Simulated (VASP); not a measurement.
Runs of VASP 6.6.1 on Ir. The structure is that of space group P6_3/mmc (No. 194), or close to it. The cells are those of the table. This isn't the form of Ir at room conditions, which is fcc.

```tsv
cell	k mesh	gap on the mesh (eV)	pressure (GPa)
a = 2.748, b = 2.748, c = 4.453 Å, angles 90.0, 90.0, 120.0°, 2 atoms	20 × 20 × 11	none	(a)
a = 2.755, b = 2.755, c = 4.475 Å, angles 90.0, 90.0, 120.0°, 2 atoms	19 × 19 × 11	none	-2.8
a = 2.737, b = 2.737, c = 4.445 Å, angles 90.0, 90.0, 120.0°, 2 atoms	19 × 19 × 11	none	4.1
a = 2.746, b = 2.746, c = 4.460 Å, angles 90.0, 90.0, 120.0°, 2 atoms	19 × 19 × 11	none	0.6
```

Alike in all rows: task single point; level PBE; potentials or basis VASP PAW PBE potentials, release 64 (Ir); no spin polarisation; cutoff (eV) 520; smearing fermi-dirac 0.05 eV.

Fill in the values left out.

(a) 0.5.

Caveats: spin-orbit coupling is left out, which moves the levels of the heavy elements; the cell stands under pressure (at least some runs).

A k mesh can miss the band edges, and the runs leave out spin-orbit coupling on Ir.

A gap of «none» marks levels without a gap at the run's occupations.
